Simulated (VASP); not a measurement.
# Ti2Nb2Ge (I4/mmm) in VASP: single point with PBE

Aim: the single point of Ti2Nb2Ge with PBE.

All numbers are computed with VASP 6.6.1; they aren't measurements. Logs are shortened: lines on timing, memory, paths and dates and some standing lists are left out, and cuts for length are marked.

### 1 The cell of the first run

It takes space group I4/mmm (No. 139, tetragonal). The conventional cell has a = 3.885 Å, b = 3.885 Å, c = 10.194 Å, α = 90.00°, β = 90.00°, γ = 90.00°. Ti (site symmetry -4m2) has 4 Nb at 2.32 Å and 4 Ti at 2.75 Å and 4 Ge at 3.20 Å within 3.3 Å. Nb (site symmetry 4mm) has 4 Ti at 2.32 Å and 1 Nb at 2.57 Å and 4 Ge at 3.03 Å within 3.1 Å. Ge (site symmetry 4/mmm) has 10 Nb at 3.03 to 3.81 Å and 8 Ti at 3.20 Å and 4 Ge at 3.89 Å within 4.0 Å.

### 2 Single point, PBE

The input, INCAR:

```
PREC = Accurate
ENCUT = 520
EDIFF = 1E-6
ISMEAR = 0
SIGMA = 0.1
LREAL = F
LASPH = T
NELM = 80
ALGO = Normal
ISIF = 2
LWAVE = F
LCHARG = F
GGA = PE
NBANDS = 40
```

The input, KPOINTS:

```
Automatic mesh
0
Gamma
  6 6 6
```

The input, POSCAR:

```
Ti2Nb2Ge
1.0
   -1.9426446429      1.9426446429      5.0970379245
    1.9426446429     -1.9426446429      5.0970379245
    1.9426446429      1.9426446429     -5.0970379245
Ti Nb Ge
2 2 1
Direct
    0.2500000000      0.7500000000      0.5000000000
    0.7500000000      0.2500000000      0.5000000000
    0.6260000000      0.6260000000      0.0000000000
    0.3740000000      0.3740000000      0.0000000000
    0.0000000000      0.0000000000      0.0000000000
```

Potentials or basis: VASP PAW PBE potentials, release 64 (Ti_sv, Nb_sv, Ge_d).

Launch:

```
> cat potpaw_PBE.64/Ti_sv/POTCAR potpaw_PBE.64/Nb_sv/POTCAR potpaw_PBE.64/Ge_d/POTCAR > POTCAR
> mpirun -np 1 vasp_std > vasp.out
```

OUTCAR:

```text
PREC = Accurate
   ENCUT = 520
   EDIFF = 1E-6
   ISMEAR = 0
   LREAL = F
   LASPH = T
   NELM = 80
   ISIF = 2
   GGA = PE

 ion  position               nearest neighbor table
   1  0.250  0.750  0.500-   4 2.32   3 2.32   4 2.32   3 2.32   2 2.75   2 2.75   2 2.75   2 2.75

   2  0.750  0.250  0.500-   4 2.32   3 2.32   4 2.32   3 2.32   1 2.75   1 2.75   1 2.75   1 2.75

   3  0.626  0.626  0.000-   1 2.32   2 2.32   1 2.32   2 2.32   4 2.57
   4  0.374  0.374  0.000-   1 2.32   2 2.32   1 2.32   2 2.32   3 2.57
   5  0.000  0.000  0.000-

  LATTYP: Found a body centered tetragonal cell.
 ALAT       =     3.8852892858
 C/A-ratio  =     2.6237623763

  Lattice vectors:

 A1 = (  -1.9426446429,   1.9426446429,   5.0970379245)
 A2 = (   1.9426446429,  -1.9426446429,   5.0970379245)
 A3 = (   1.9426446429,   1.9426446429,  -5.0970379245)

Analysis of symmetry for initial positions (statically):
=====================================================================
 Subroutine PRICEL returns:
 Original cell was already a primitive cell.

 Routine SETGRP: Setting up the symmetry group for a
 body centered tetragonal supercell.

 Subroutine GETGRP returns: Found 16 space group operations
 (whereof 16 operations were pure point group operations)
 out of a pool of 16 trial point group operations.

The static configuration has the point symmetry D_4h.

Analysis of symmetry for dynamics (positions and initial velocities):
=====================================================================
 Subroutine PRICEL returns:
 Original cell was already a primitive cell.

 Routine SETGRP: Setting up the symmetry group for a
 body centered tetragonal supercell.

 Subroutine GETGRP returns: Found 16 space group operations
 (whereof 16 operations were pure point group operations)
 out of a pool of 16 trial point group operations.

The dynamic configuration has the point symmetry D_4h.

 Subroutine INISYM returns: Found 16 space group operations
 (whereof 16 operations are pure point group operations),
 and found     1 'primitive' translations

----------------------------------------------------------------------------------------

                                     Primitive cell

  volume of cell :      76.9422

  direct lattice vectors                    reciprocal lattice vectors
    -1.942644643  1.942644643  5.097037925     0.000000000  0.257381092  0.098096190
[... 87 lines left out ...]
   LNONCOLLINEAR =      F non collinear calculations
   LSORBIT =      F    spin-orbit coupling
   LASPH  =      T    aspherical Exc in radial PAW
   ENCUT  =  520.0 eV  38.22 Ry    6.18 a.u.  10.77 10.77 10.77*2*pi/ulx,y,z
   NELM   =     80;   NELMIN=  2; NELMDL= -5     # of ELM steps
   EDIFF  = 0.1E-05   stopping-criterion for ELM
   LREAL  =      F    real-space projection
   EDIFFG = 0.1E-04   stopping-criterion for IOM
   NSW    =      0    number of steps for IOM
   IBRION =     -1    ionic relax: 0-MD 1-quasi-New 2-CG
   NFREE  =      0    steps in history (QN), initial steepest desc. (CG)
   ISIF   =      2    stress and relaxation
   ISYM   =      2    0-nonsym 1-usesym 2-fastsym
   POTIM  = 0.5000    time-step for ionic-motion
   TEBEG  =    0.0;   TEEND  =   0.0 temperature during run
   PSTRESS=    0.0 pullay stress
   NELECT =      64.0000    total number of electrons
   NUPDOWN=      -1.0000    fix difference up-down
   EMIN   =  10.00;   EMAX   =-10.00  energy-range for DOS
   EFERMI =   0.00;   METHOD = LEGACY
   ISMEAR =     0;   SIGMA  =   0.10  broadening in eV -4-tet -1-fermi 0-gaus
   EFERMI_NEDOS =   21; number of points for ismear=-14 and -15
   IALGO  =     38    algorithm
   IMIX   =      4    mixing-type and parameters
     AMIX     =   0.40;   BMIX     =  1.00
     AMIX_MAG =   1.60;   BMIX_MAG =  1.00
  volume/ion in A,a.u.               =      15.39       103.85
  Fermi-wavevector in a.u.,A,eV,Ry     =   1.539619  2.909458 32.251617  2.370427
  Thomas-Fermi vector in A             =   2.645822
   LORBIT       =      0    0 simple, 1 ext, 2 COOP (PROOUT), +10 PAW based schemes
   GGA     = PE    functional components
   LHFCALC =     F    Hartree Fock is set to
   AEXX    =    0.0000 exact exchange contribution
   IVDW    =     0    specifies the selected vdW correction
   LEPSILON=     F    determine dielectric tensor
   LRPA    =     F    only Hartree local field effects (RPA)
 non-spin polarized calculation
 Gauss-broadening in eV      SIGMA  =   0.10
  energy-cutoff  :      520.00
  volume of cell :       76.94
 maximum number of plane-waves:      2106
 NGX is ok and might be reduce to    48
   NGX = 21   NGY = 21   NGZ = 21

 number of electron      64.0000001 magnetization

 Free energy of the ion-electron system (eV)
  ---------------------------------------------------
  ext. energy  EPLUGINS =         0.00000000
  ---------------------------------------------------
  free energy    TOTEN  =       -33.08354418 eV

  energy without entropy =      -33.06224687  energy(sigma->0) =      -33.07289553

 E-fermi :  10.8122     XC(G=0): -12.4627

 val. band max:       10.8082071860   @ k =   0.5000   0.5000   0.3333
 cond. band min:      10.8184722027   @ k =   0.1667   0.1667  -0.0000
 fundamental gap:      0.0102650167
 Fermi energy:        10.8121797248

 k-point     1 :       0.0000    0.0000    0.0000
  band No.  band energies     occupation
      1     -45.1248      2.00000
      2     -44.7492      2.00000
      3     -42.9609      2.00000
      4     -42.8955      2.00000
      5     -22.1696      2.00000
      6     -22.1696      2.00000
[... 1021 lines left out ...]
     39      14.1820      0.00000
     40      14.7430      0.00000

 [... further k-points ...]
[... 5 lines left out ...]
  --------------------------------------------------------------------------------------
  -------------------------------------------------------------------------------------
  Total       16.2681285     16.2681285     13.9731708      0.0000000      0.0000000      0.0000000
  in kB      338.7533445    338.7533445    290.9651421      0.0000000      0.0000000      0.0000000
  external PRESSURE =     322.8239437 kB  Pullay stress =       0.0000000 kB

 VOLUME and BASIS-vectors are now :
 -----------------------------------------------------------------------------
  energy-cutoff  :      520.00
  volume of cell :       76.94
      direct lattice vectors                 reciprocal lattice vectors
    -1.942644643  1.942644643  5.097037925     0.000000000  0.257381092  0.098096190
     1.942644643 -1.942644643  5.097037925     0.257381092  0.000000000  0.098096190
     1.942644643  1.942644643 -5.097037925     0.257381092  0.257381092  0.000000000

 POSITION                                       TOTAL-FORCE (eV/Angst)
 -----------------------------------------------------------------------------------
      1.94264     -0.00000      2.54852        -0.000000     -0.000000     -0.000000
     -0.00000      1.94264      2.54852        -0.000000     -0.000000     -0.000000
      0.00000      0.00000      6.38149        -0.000000     -0.000000     -5.022174
      0.00000      0.00000      3.81258         0.000000      0.000000      5.022174
      0.00000      0.00000      0.00000        -0.000000     -0.000000     -0.000000
 -----------------------------------------------------------------------------------
    total drift:                                0.000000     -0.000000      0.000000

  FREE ENERGIE OF THE ION-ELECTRON SYSTEM (eV)
  ---------------------------------------------------
  free  energy   TOTEN  =       -33.0835441839 eV

  energy  without entropy=      -33.0622468741  energy(sigma->0) =      -33.07289553
```

OSZICAR:

```text
N       E                     dE             d eps       ncg     rms          rms(c)
DAV:   1     0.937388753097E+03    0.93739E+03   -0.31850E+04  2856   0.297E+03
DAV:   2     0.118877968213E+03   -0.81851E+03   -0.79489E+03  2408   0.842E+02
DAV:   3    -0.163576207529E+02   -0.13524E+03   -0.12869E+03  3528   0.257E+02
DAV:   4    -0.326317287199E+02   -0.16274E+02   -0.15161E+02  3912   0.808E+01
DAV:   5    -0.339027246434E+02   -0.12710E+01   -0.12566E+01  3896   0.200E+01    0.234E+01
DAV:   6    -0.329843811981E+02    0.91834E+00   -0.33785E+00  3520   0.165E+01    0.111E+01
DAV:   7    -0.330679764561E+02   -0.83595E-01   -0.14762E+00  3776   0.821E+00    0.277E+00
DAV:   8    -0.330803956015E+02   -0.12419E-01   -0.71333E-01  3720   0.753E+00    0.225E+00
DAV:   9    -0.330740614277E+02    0.63342E-02   -0.14282E-01  3352   0.349E+00    0.111E+00
DAV:  10    -0.330833337861E+02   -0.92724E-02   -0.36449E-02  3536   0.141E+00    0.168E-01
DAV:  11    -0.330834481116E+02   -0.11433E-03   -0.42715E-03  3848   0.527E-01    0.162E-01
DAV:  12    -0.330835545143E+02   -0.10640E-03   -0.68081E-04  3200   0.177E-01    0.575E-02
DAV:  13    -0.330835426265E+02    0.11888E-04   -0.16087E-04  4168   0.797E-02    0.167E-02
DAV:  14    -0.330835425116E+02    0.11492E-06   -0.13224E-05  3136   0.342E-02    0.106E-02
DAV:  15    -0.330835443797E+02   -0.18681E-05   -0.47950E-06  2600   0.211E-02    0.300E-03
DAV:  16    -0.330835441839E+02    0.19579E-06   -0.35726E-07  1912   0.675E-03
   1 F= -.33083544E+02 E0= -.33072896E+02  d E =-.212973E-01
```

Wall time 4.4 min (1 thread of Intel Xeon Platinum 8488C (Sapphire Rapids), shared host); peak memory 0.35 GiB.

What came out:

| Quantity | Value |
| --- | --- |
| Free energy | -33.0835 eV |
| Pressure | 32.3 GPa |
| Largest force | 5.022 eV/Å |
| Band gap on the k mesh | zero (bands 32 and 33 overlap by 0.49 eV) |

Forces in eV/Å, atoms in the order of the input:
```
Ti   0.000  0.000  0.000
Ti   0.000  0.000  0.000
Nb   0.000  0.000 -5.022
Nb   0.000  0.000  5.022
Ge   0.000  0.000  0.000
```

Stress tensor (GPa, compression positive):
```
33.88  0.00  0.00
 0.00 33.88  0.00
 0.00  0.00 29.10
```

Levels at points of the mesh, in eV from the Fermi level:
| k point | band 30 | band 31 | band 32 | band 33 | band 34 | band 35 |
| --- | --- | --- | --- | --- | --- | --- |
| (0.00, 0.00, 0.00) | -0.39 | -0.39 | -0.17 | -0.11 | 1.10 | 1.10 |
| (0.50, 0.00, 0.00) | -1.09 | -0.78 | -0.45 | -0.21 | 0.08 | 0.55 |
| (0.50, 0.50, 0.00) | -0.42 | -0.21 | -0.21 | 0.71 | 0.90 | 0.92 |
| (0.50, 0.50, 0.50) | -0.27 | -0.27 | -0.05 | 0.80 | 1.62 | 1.62 |

Caveat: the cell stands under pressure; forces of over 1 eV/Å act on the atoms, so gaps and moduli don't describe the material at rest.
